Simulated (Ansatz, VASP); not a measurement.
InSb: VASP beside Ansatz

INCAR

```
PREC = Accurate ; ENCUT = 520
EDIFF = 1E-6 ; ISMEAR = 0
SIGMA = 0.15 ; LREAL = F
LASPH = T ; NELM = 60
ALGO = Normal ; ISIF = 2
LWAVE = F ; LCHARG = F
GGA = PS ; NBANDS = 16
```

The input KPOINTS:

```
regular mesh
0
Gamma
  14 14 14
```

File POSCAR:

```
InSb
1.0
    0.0000000000      2.9639765764      2.9639765764
    2.9639765764      0.0000000000      2.9639765764
    2.9639765764      2.9639765764      0.0000000000
In Sb
1 1
Direct
    0.0000000000      0.0000000000      0.0000000000
    0.5000000000      0.5000000000      0.5000000000
```

Input for Ansatz:

```yaml
crystal:
  lattice:
    - [0.0, 2.9639765764, 2.9639765764]
    - [2.9639765764, 0.0, 2.9639765764]
    - [2.9639765764, 2.9639765764, 0.0]
  atoms:
    - { symbol: In, position: [0.0, 0.0, 0.0] }
    - { symbol: Sb, position: [0.5, 0.5, 0.5] }
basis:
  ecutwfc: 420
kpoints:
  mp_grid: { grid: [14, 14, 14] }
hamiltonian:
  xc: pbesol
  pseudopotentials: { kind: paw, azcp: { folder: soft_1 } }
scf:
  occupations: { method: gaussian, width: 0.15 }
output:
  forces: true
  stress: true
  eigenvalues: true
  write_density: true
  write_potential: true
  elf: true
  volumetric_format: npy
```

Alike in both runs: task single point; functional PBEsol; k mesh 14 × 14 × 14; occupations gaussian, width 0.15 eV; no spin polarisation.

|  | VASP | Ansatz |
| --- | --- | --- |
| version | VASP 6.6.1 | Ansatz 0.2.0 |
| potentials or method | VASP PAW PBE potentials, release 64 (In_d, Sb), cutoff 520 eV | scalar-relativistic, plane waves, PAW |
| valence electrons in the cell | 18 | 28 |

|  | VASP | Ansatz | Ansatz less VASP |
| --- | --- | --- | --- |
| gap on the k mesh at the Fermi level (eV) | none | none | - |
| pressure (GPa) | 3.6 | 3.5 | -0.10 |

VASP's potentials were made for PBE, not for PBEsol, and Ansatz warns of the same on its side. A gap of «none» marks a metal or a gap that the smearing closes. With one functional, cell and mesh, what is left measures potentials, basis and numerics. VASP's potentials hold 18 valence electrons a cell and Ansatz's 28, so a difference there can come from the potentials and not from the codes.

Neither program's run includes spin-orbit coupling.
